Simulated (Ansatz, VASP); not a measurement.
# SiNi3 in VASP and in Ansatz

INCAR

```
SYSTEM = SiNi3
PREC     = Accurate       ! precision mode
ENCUT    = 520            ! plane-wave cutoff, eV
EDIFF    = 1E-6           ! SCF threshold, eV
ISMEAR   = -1             ! smearing method
SIGMA    = 0.05           ! smearing width, eV
LREAL    = .False.        ! projectors in reciprocal space
LASPH    = .True.         ! aspherical terms in the spheres
NELM     = 150            ! most SCF steps
ALGO     = Fast           ! electronic algorithm
ISIF     = 2              ! what is computed and relaxed
LWAVE    = .False.        ! write WAVECAR
LCHARG   = .False.        ! write CHGCAR
ISPIN    = 2              ! spin polarisation
MAGMOM   = 1 1 1 0        ! initial moments
LORBIT   = 11             ! projections on sites
LMAXMIX  = 4              ! l up to which the mixer works
GGA      = PS             ! functional
NBANDS   = 29             ! bands
```

Contents of KPOINTS:

```
regular mesh
0
Gamma
  8 8 8
  0 0 0
```

Contents of POSCAR:

```
SiNi3
1.0
    3.5420000000      0.0000000000      0.0000000000
    0.0000000000      3.5420000000      0.0000000000
    0.0000000000      0.0000000000      3.5420000000
Ni Si
3 1
Direct
    0.4886370000      0.4838270000     -0.0015600000
    0.4930390000     -0.0013100000      0.5054280000
    0.0105450000      0.4973570000      0.4884480000
   -0.0037180000      0.0064040000      0.0020140000
```

input.yaml

```yaml
crystal:
  lattice:
    - [3.542, 0.0, 0.0]
    - [0.0, 3.542, 0.0]
    - [0.0, 0.0, 3.542]
  atoms:
    - { symbol: Ni, position: [0.488637, 0.483827, -0.00156], spin: 1.0 }
    - { symbol: Ni, position: [0.493039, -0.00131, 0.505428], spin: 1.0 }
    - { symbol: Ni, position: [0.010545, 0.497357, 0.488448], spin: 1.0 }
    - { symbol: Si, position: [-0.003718, 0.006404, 0.002014] }
kpoints:
  mp_grid: { grid: [8, 8, 8] }
scf:
  occupations: { method: fermi_dirac, width: 0.05 }
hamiltonian:
  xc: pbesol
  pseudopotentials: { kind: all_electron, lapw: { basis_error: 0.001 } }
magnetization:
  spin_polarized: true
output:
  forces: true
  stress: true
  eigenvalues: true
  populations: true
```

Change from the starting cell: atoms moved at random, drawn with an rms of 0.05 Å.

Alike in both runs: task single point; functional PBEsol; k mesh 8 × 8 × 8; occupations fermi-dirac, width 0.05 eV; collinear spin.

|  | VASP | Ansatz |
| --- | --- | --- |
| version | VASP 6.6.1 | Ansatz 0.2.0 |
| potentials or method | VASP PAW PBE potentials, release 64 (Ni, Si), cutoff 520 eV | all-electron LAPW, scalar-relativistic |

VASP gave:

- gap on the k mesh at the Fermi level (eV): none
- pressure (GPa): -13.3
- traceless stress, the component that is largest in VASP (GPa): 0.31
- rms of the force components (eV/Å): 0.338
- net moment per atom (μB): 0.00

Question: What did Ansatz give for the same quantities?

Answer: gap on the k mesh at the Fermi level (eV): none; pressure (GPa): -13.4; traceless stress, the component that is largest in VASP (GPa): 0.31; rms of the force components (eV/Å): 0.340; net moment per atom (μB): 0.00.

VASP's potentials were made for PBE, not for PBEsol. Atom by atom the forces differ by 0.004 eV/Å (rms over components). A gap of «none» marks a metal or a gap that the smearing closes. Ansatz ran all-electron here, and VASP with PAW potentials.
